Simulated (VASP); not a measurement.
Write the native input for VASP 6.6.1 that does the following.

```
Task                   : electric field gradients
Functional             : PBE
Potentials or basis    : VASP PAW PBE potentials, release 64 (Sr_sv)
Cutoff                 : 520 eV
k mesh                 : 10 × 10 × 10
Occupations            : fermi-dirac, width 0.05 eV
Spin                   : no spin polarisation
Dipole correction      : no
Further INCAR settings : ALGO = Normal; EDIFF = 1e-08; NBANDS = 11
```

The structure of Sr lies in POSCAR:

```
Sr
1.0
   -2.3922257121      2.3922257121      2.3922257121
    2.3922257121     -2.3922257121      2.3922257121
    2.3922257121      2.3922257121     -2.3922257121
Sr
1
Direct
    0.0000000000      0.0000000000      0.0000000000
```

This isn't the form of Sr at room conditions, which is fcc.

These files were run (other wordings do the same):

INCAR

```
PREC = Accurate
ENCUT = 520
EDIFF = 1E-8
ISMEAR = -1
SIGMA = 0.05
LREAL = F
LASPH = T
NELM = 80
ALGO = Normal
ISIF = 2
LWAVE = F
LCHARG = F
GGA = PE
LEFG = T
NBANDS = 11
```

KPOINTS

```
regular mesh
0
Gamma
  10 10 10
```

Potentials or basis: VASP PAW PBE potentials, release 64 (Sr_sv).

Command:

```sh
$ cat potpaw_PBE.64/Sr_sv/POTCAR > POTCAR
$ mpirun -np 1 vasp_std > vasp.out
```

Results of the run:

| Item | Value |
| --- | --- |
| Pressure | -0.2 GPa |
| Band gap on the k mesh | zero (bands 5 and 6 overlap by 0.38 eV) |
| Largest electric field gradient by atom | zero within the noise of the run |

Wall time 22 s on 1 thread of Intel(R) Xeon(R) Platinum 8259CL CPU @ 2.50GHz (Skylake/Cascade Lake) (shared host), peak memory 0.18 GiB.
